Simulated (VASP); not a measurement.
Runs of VASP 6.6.1 on SnSe. The structure is cubic, space group Fm-3m (No. 225). The conventional cell has a = 6.020 Å, b = 6.020 Å, c = 6.020 Å, α = 90.00°, β = 90.00°, γ = 90.00°. Within 4.0 Å of Sn (site symmetry m-3m) lie 6 Se at 3.01 Å. Se (site symmetry m-3m) has 6 Sn at 3.01 Å within 4.0 Å. 

```tsv
level	share of exact exchange	screening parameter	gap on the mesh (eV)	pressure (GPa)
PBE-based global hybrid with 5 % exact exchange	0.05	-	(b)	-0.8
PBE0	0.25	-	1.05	-2.0
PBE-based screened hybrid with 25 % exact exchange	0.25	0.15 1/Å	(a)	-2.0
r2SCAN0	0.25	-	0.97	-2.4
```

Alike in all rows: task single point; potentials or basis VASP PAW PBE potentials, release 64 (Sn_d, Se); no spin polarisation; cell as given; k mesh 4 × 4 × 4; cutoff (eV) 520; smearing gaussian 0.05 eV.

Task: Estimate the missing entries.

Result: (a) 0.52; (b) 0.67.

Caveats: all runs use coarse meshes; the PAW data sets were made with another functional, which shifts forces and pressure a little; spin-orbit coupling is left out, which moves the levels of the heavy elements.

A k mesh can miss the band edges, and the runs leave out spin-orbit coupling on Se, Sn.
